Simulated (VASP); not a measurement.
A run of VASP 6.6.1:

The input INCAR:

```
PREC     = Accurate       # precision mode
ENCUT    = 500            # plane-wave cutoff, eV
EDIFF    = 1E-6           # SCF threshold, eV
ISMEAR   = -1             # smearing method
SIGMA    = 0.1            # smearing width, eV
LREAL    = False          # projectors in reciprocal space
LASPH    = True           # aspherical terms in the spheres
NELM     = 120            # most SCF steps
ALGO     = Normal         # electronic algorithm
ISIF     = 2              # what is computed and relaxed
LWAVE    = False          # write WAVECAR
LCHARG   = False          # write CHGCAR
GGA      = PE             # functional
NBANDS   = 19             # bands
GGA_COMPAT= False
```

The input KPOINTS:

```
regular mesh
0
Gamma
  6 6 6
```

Contents of POSCAR:

```
K2S
1.0
    0.0000000000      3.6200604648      3.6200604648
    3.6200604648      0.0000000000      3.6200604648
    3.6200604648      3.6200604648      0.0000000000
K S
2 1
Direct
    0.2500000000      0.2500000000      0.2500000000
    0.7500000000      0.7500000000      0.7500000000
    0.0000000000      0.0000000000      0.0000000000
```

Potentials or basis: VASP PAW PBE potentials, release 64 (K_sv, S).

The run is started by

```console
$ cat potpaw_PBE.64/K_sv/POTCAR potpaw_PBE.64/S/POTCAR > POTCAR
$ mpirun -np 1 vasp_std > vasp.out
```

Hardware: 1 thread of AMD EPYC 7R13, with other jobs on the host.

How long does it take, and how much memory?

Run time: 55 s on 1 thread of AMD EPYC 7R13, with other jobs on the host, peak memory 0.2 GiB. Counts: scf iterations 15, k points 16.
